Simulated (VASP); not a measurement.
Te2Mo, 3 atoms in the cell. The cell holds a slab with vacuum, 3 atoms: a = 3.560 Å, b = 3.560 Å, c = 17.524 Å, α = 90.00°, β = 90.00°, γ = 120.00°. 

| Item | Value |
| --- | --- |
| Program | VASP 6.6.1 |
| Task | single point |
| Functional | PBEsol |
| Potentials or basis | VASP PAW PBE potentials, release 64 (Te, Mo_sv) |
| Cutoff | 520 eV |
| k mesh | 9 × 9 × 2 |
| Occupations | gaussian, width 0.05 eV |
| Spin | no spin polarisation |
| Dipole correction | no |
| Further INCAR settings | ALGO = Normal; EDIFF = 1e-07; NBANDS = 20 |

Potentials or basis: VASP PAW PBE potentials, release 64 (Te, Mo_sv).

The run is started by

```bash
$ cat potpaw_PBE.64/Te/POTCAR potpaw_PBE.64/Mo_sv/POTCAR > POTCAR
$ mpirun -np 1 vasp_std > vasp.out
```

Hardware: 1 thread of Intel(R) Xeon(R) Platinum 8488C (Sapphire Rapids) (shared host).

Problem. Estimate the wall time of this run.

Solution. It took 95 s on 1 thread of Intel(R) Xeon(R) Platinum 8488C (Sapphire Rapids), with other jobs on the host, peak memory 0.35 GiB. Counts: scf iterations 23, k points 24.
